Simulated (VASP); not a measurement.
# Ge (Fd-3m) in VASP: further runs, part 3 of 3

VASP 6.6.1.

### Step 4. Single point, PBE

Contents of INCAR:

```
PREC = Accurate
ENCUT = 500
EDIFF = 1E-6
ISMEAR = -1
SIGMA = 0.05
LREAL = False
LASPH = True
NELM = 120
ALGO = Normal
ISIF = 2
LWAVE = False
LCHARG = False
GGA = PE
NBANDS = 21
GGA_COMPAT = False
```

Contents of KPOINTS:

```
Automatic mesh
0
Gamma
  9 9 9
```

Contents of POSCAR:

```
Ge
1.0
    0.0000000000      2.8862417199      2.8862417199
    2.8862417199      0.0000000000      2.8862417199
    2.8862417199      2.8862417199      0.0000000000
Ge
2
Direct
    0.5000000000      0.5000000000      0.5000000000
    0.7500000000      0.7500000000      0.7500000000
```

Potentials or basis: VASP PAW PBE potentials, release 64 (Ge_d).

Launch:

```bash
$ cat potpaw_PBE.64/Ge_d/POTCAR > POTCAR
$ mpirun -np 1 vasp_std > vasp.out
```

OUTCAR:

```text
PREC = Accurate
   ENCUT = 500
   EDIFF = 1E-6
   ISMEAR = -1
   LREAL = False
   LASPH = True
   NELM = 120
   ISIF = 2
   GGA = PE

 ion  position               nearest neighbor table
   1  0.500  0.500  0.500-   2 2.50   2 2.50   2 2.50   2 2.50
   2  0.750  0.750  0.750-   1 2.50   1 2.50   1 2.50   1 2.50

  LATTYP: Found a face centered cubic cell.
 ALAT       =     5.7724834398

  Lattice vectors:

 A1 = (   0.0000000000,   2.8862417199,   2.8862417199)
 A2 = (   2.8862417199,   0.0000000000,   2.8862417199)
 A3 = (   2.8862417199,   2.8862417199,   0.0000000000)

Analysis of symmetry for initial positions (statically):
=====================================================================
 Subroutine PRICEL returns:
 Original cell was already a primitive cell.

 Routine SETGRP: Setting up the symmetry group for a
 face centered cubic supercell.

 Subroutine GETGRP returns: Found 48 space group operations
 (whereof 24 operations were pure point group operations)
 out of a pool of 48 trial point group operations.

The static configuration has the point symmetry T_d .
 The point group associated with its full space group is O_h .

Analysis of symmetry for dynamics (positions and initial velocities):
=====================================================================
 Subroutine PRICEL returns:
 Original cell was already a primitive cell.

 Routine SETGRP: Setting up the symmetry group for a
 face centered cubic supercell.

 Subroutine GETGRP returns: Found 48 space group operations
 (whereof 24 operations were pure point group operations)
 out of a pool of 48 trial point group operations.

The dynamic configuration has the point symmetry T_d .
 The point group associated with its full space group is O_h .

 Subroutine INISYM returns: Found 48 space group operations
 (whereof 24 operations are pure point group operations),
 and found     1 'primitive' translations

----------------------------------------------------------------------------------------

                                     Primitive cell

  volume of cell :      48.0870

  direct lattice vectors                    reciprocal lattice vectors
     0.000000000  2.886241720  2.886241720    -0.173235664  0.173235664  0.173235664
     2.886241720  0.000000000  2.886241720     0.173235664 -0.173235664  0.173235664
     2.886241720  2.886241720  0.000000000     0.173235664  0.173235664 -0.173235664

  length of vectors
     4.081762185  4.081762185  4.081762185     0.300052971  0.300052971  0.300052971

  position of ions in fractional coordinates (direct lattice)
     0.500000000  0.500000000  0.500000000
     0.750000000  0.750000000  0.750000000

  ion indices of the primitive-cell ions
   primitive index   ion index
                 1           1
                 2           2

----------------------------------------------------------------------------------------

 KPOINTS: Automatic mesh

Automatic generation of k-mesh.
 Grid dimensions read from file:
 generate k-points for:    9    9    9

 Generating k-lattice:

  Cartesian coordinates                     Fractional coordinates (reciprocal lattice)
    -0.019248407  0.019248407  0.019248407     0.111111111  0.000000000  0.000000000
     0.019248407 -0.019248407  0.019248407     0.000000000  0.111111111  0.000000000
     0.019248407  0.019248407 -0.019248407     0.000000000  0.000000000  0.111111111

  Length of vectors
     0.033339219  0.033339219  0.033339219

  Shift w.r.t. Gamma in fractional coordinates (k-lattice)
     0.000000000  0.000000000  0.000000000

 Subroutine IBZKPT returns following result:
 ===========================================

 Found     35 irreducible k-points:

 Following reciprocal coordinates:
            Coordinates               Weight
  0.000000  0.000000  0.000000      1.000000
  0.111111  0.000000  0.000000      8.000000
  0.222222  0.000000  0.000000      8.000000
  0.333333  0.000000  0.000000      8.000000
  0.444444  0.000000  0.000000      8.000000
  0.111111  0.111111  0.000000      6.000000
[... 16 lines left out ...]
 -0.333333  0.333333  0.000000     12.000000
  0.444444  0.444444  0.000000      6.000000
 [... further k-points ...]
   k-points           NKPTS =     35   k-points in BZ     NKDIM =     35   number of bands    NBANDS=     21
   number of dos      NEDOS =    301   number of ions     NIONS =      2
   total plane-waves  NPLWV =  27000
   dimension x,y,z NGX =    30 NGY =   30 NGZ =   30
   dimension x,y,z NGXF=    60 NGYF=   60 NGZF=   60
   ions per type =               2
   NGX,Y,Z   is equivalent  to a cutoff of  12.22, 12.22, 12.22 a.u.
   NGXF,Y,Z  is equivalent  to a cutoff of  24.44, 24.44, 24.44 a.u.
 SYSTEM =  unknown system
   PREC   = accura    normal or accurate (medium, high low for compatibility)
   ISTART =      0    job   : 0-new  1-cont  2-samecut
   ICHARG =      2    charge: 1-file 2-atom 10-const
   ISPIN  =      1    spin polarized calculation?
   LNONCOLLINEAR =      F non collinear calculations
   LSORBIT =      F    spin-orbit coupling
   LASPH  =      T    aspherical Exc in radial PAW
   ENCUT  =  500.0 eV  36.75 Ry    6.06 a.u.   7.44  7.44  7.44*2*pi/ulx,y,z
   NELM   =    120;   NELMIN=  2; NELMDL= -5     # of ELM steps
   EDIFF  = 0.1E-05   stopping-criterion for ELM
   LREAL  =      F    real-space projection
   EDIFFG = 0.1E-04   stopping-criterion for IOM
   NSW    =      0    number of steps for IOM
   IBRION =     -1    ionic relax: 0-MD 1-quasi-New 2-CG
   NFREE  =      0    steps in history (QN), initial steepest desc. (CG)
   ISIF   =      2    stress and relaxation
   ISYM   =      2    0-nonsym 1-usesym 2-fastsym
   POTIM  = 0.5000    time-step for ionic-motion
   TEBEG  =    0.0;   TEEND  =   0.0 temperature during run
   PSTRESS=    0.0 pullay stress
   NELECT =      28.0000    total number of electrons
   NUPDOWN=      -1.0000    fix difference up-down
   EMIN   =  10.00;   EMAX   =-10.00  energy-range for DOS
   EFERMI =   0.00;   METHOD = LEGACY
   ISMEAR =    -1;   SIGMA  =   0.05  broadening in eV -4-tet -1-fermi 0-gaus
   EFERMI_NEDOS =   21; number of points for ismear=-14 and -15
   IALGO  =     38    algorithm
   IMIX   =      4    mixing-type and parameters
     AMIX     =   0.40;   BMIX     =  1.00
     AMIX_MAG =   1.60;   BMIX_MAG =  1.00
  volume/ion in A,a.u.               =      24.04       162.25
  Fermi-wavevector in a.u.,A,eV,Ry     =   1.367051  2.583352 25.426965  1.868829
  Thomas-Fermi vector in A             =   2.493138
   LORBIT       =      0    0 simple, 1 ext, 2 COOP (PROOUT), +10 PAW based schemes
   GGA     = PE    functional components
   LHFCALC =     F    Hartree Fock is set to
   AEXX    =    0.0000 exact exchange contribution
   IVDW    =     0    specifies the selected vdW correction
   LEPSILON=     F    determine dielectric tensor
   LRPA    =     F    only Hartree local field effects (RPA)
 non-spin polarized calculation
  energy-cutoff  :      500.00
  volume of cell :       48.09
 maximum number of plane-waves:      1243
 NGX is ok and might be reduce to    30
   NGX = 15   NGY = 15   NGZ = 15

 number of electron      27.9999975 magnetization

 Free energy of the ion-electron system (eV)
  ---------------------------------------------------
  ext. energy  EPLUGINS =         0.00000000
  ---------------------------------------------------
  free energy    TOTEN  =        -9.03089963 eV

  energy without entropy =       -9.02985654  energy(sigma->0) =       -9.03037808

 E-fermi :   4.3806     XC(G=0):  -9.6417

 val. band max:        4.1706187823   @ k =   0.1111   0.0000   0.0000
 cond. band min:       4.4242757592   @ k =   0.0000   0.0000   0.0000
 fundamental gap:      0.2536569770
 Fermi energy:         4.3806491608

 k-point     1 :       0.0000    0.0000    0.0000
  band No.  band energies     occupation
      1     -20.3148      2.00000
      2     -20.3148      2.00000
      3     -20.3148      2.00000
      4     -20.2831      2.00000
      5     -20.2831      2.00000
      6     -20.1029      2.00000
[... 13 lines left out ...]
     20      13.7469      0.00000
     21      13.7469      0.00000
[... 529 lines left out ...]
 k-point    24 :       0.4444    0.4444    0.0000
  band No.  band energies     occupation
      1     -20.3435      2.00000
      2     -20.3435      2.00000
      3     -20.2852      2.00000
      4     -20.2506      2.00000
      5     -20.2030      2.00000
      6     -20.1702      2.00000
[... 13 lines left out ...]
     20      16.1999      0.00000
     21      17.0090      0.00000

 [... further k-points ...]

------------------------ aborting loop because EDIFF is reached ----------------------------------------

  FORCE on cell =-STRESS in cart. coord.  units (eV):
  Direction    XX          YY          ZZ          XY          YZ          ZX
  --------------------------------------------------------------------------------------
  -------------------------------------------------------------------------------------
  Total       -0.1477010     -0.1477010     -0.1477010      0.0000000      0.0000000      0.0000000
  in kB       -4.9211424     -4.9211424     -4.9211424      0.0000000      0.0000000      0.0000000
  external PRESSURE =      -4.9211424 kB  Pullay stress =       0.0000000 kB

 VOLUME and BASIS-vectors are now :
 -----------------------------------------------------------------------------
  energy-cutoff  :      500.00
  volume of cell :       48.09
      direct lattice vectors                 reciprocal lattice vectors
     0.000000000  2.886241720  2.886241720    -0.173235664  0.173235664  0.173235664
     2.886241720  0.000000000  2.886241720     0.173235664 -0.173235664  0.173235664
     2.886241720  2.886241720  0.000000000     0.173235664  0.173235664 -0.173235664

 POSITION                                       TOTAL-FORCE (eV/Angst)
 -----------------------------------------------------------------------------------
      2.88624      2.88624      2.88624        -0.000000     -0.000000     -0.000000
      4.32936      4.32936      4.32936         0.000000      0.000000      0.000000
 -----------------------------------------------------------------------------------
    total drift:                                0.000000     -0.000000     -0.000000

  FREE ENERGIE OF THE ION-ELECTRON SYSTEM (eV)
  ---------------------------------------------------
  free  energy   TOTEN  =        -9.0308996281 eV

  energy  without entropy=       -9.0298565408  energy(sigma->0) =       -9.03037808
```

It took 45 s on 1 thread of Intel Xeon 8259CL, shared host; peak memory 0.18 GiB.

What came out:

* Free energy: -9.0309 eV
* Pressure: -0.5 GPa
* Band gap on the k mesh: zero (filled and empty bands touch)

Levels at points of the mesh, in eV from the Fermi level:
```tsv
k point	band 10	band 11	band 12	band 13	band 14	band 15	band 16	band 17	band 18	band 19
(0.00, 0.00, 0.00)	-24.47	-12.28	-0.46	0.04	0.04	0.04	2.57	2.57	2.57	6.33
```

Caveat: semilocal functionals underestimate gaps, and a narrow one can read as zero.

### Step 5. Summary

| task | cell | k mesh | gap on the mesh (eV) | pressure (GPa) |
| --- | --- | --- | --- | --- |
| single point | a = 4.082 Å, angles 60.0°, 2 atoms | 5 × 5 × 5 | none | -0.1 |
| relaxation of cell and atoms | relaxed from a = 4.000 Å, angles 60.0°, 2 atoms | 5 × 5 × 5 | none | 0.0 |
| single point | a = 4.082 Å, angles 60.0°, 2 atoms | 9 × 9 × 9 | none | -0.5 |

Alike in all rows: level PBE; potentials or basis VASP PAW PBE potentials, release 64 (Ge_d); no spin polarisation; cutoff (eV) 500; smearing fermi-dirac 0.05 eV.

Caveats: some runs use coarse meshes; semilocal functionals underestimate gaps, and a narrow one can read as zero.

Absolute energies hang on the potentials; compare differences alone.

The gap in the log of VASP goes by the Fermi energy; the results here count the filled bands.